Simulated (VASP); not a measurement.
A run of VASP 6.6.1 is set up as follows.

File INCAR:

```
SYSTEM = NaF
ALGO = Normal
EDIFF = 1E-6
ENCUT = 600
GGA = PE
GGA_COMPAT = .FALSE.
ISIF = 2
ISMEAR = 0
LASPH = .TRUE.
LCHARG = .FALSE.
LREAL = .FALSE.
LWAVE = .FALSE.
NBANDS = 14
NELM = 120
PREC = Accurate
SIGMA = 0.01
```

KPOINTS

```
k-points
0
G
  2 2 2
  0 0 0
```

Contents of POSCAR:

```
NaF
1.0
    0.0000000000      2.2972417931      2.2972417931
    2.2972417931      0.0000000000      2.2972417931
    2.2972417931      2.2972417931      0.0000000000
Na F
1 1
Direct
    0.0000000000      0.0000000000      0.0000000000
    0.5000000000      0.5000000000      0.5000000000
```

Potentials or basis: VASP PAW PBE potentials, release 64 (Na_pv, F).

Launch:

```bash
$ cat potpaw_PBE.64/Na_pv/POTCAR potpaw_PBE.64/F/POTCAR > POTCAR
$ mpirun -np 1 vasp_std > vasp.out
```

(1) Estimate the band gap on the k mesh.

(2) Predict the pressure.

Results:

(1) 6.34 eV.

(2) 4.7 GPa.

Caveat: the k points lie up to 1.18 Å⁻¹ apart.
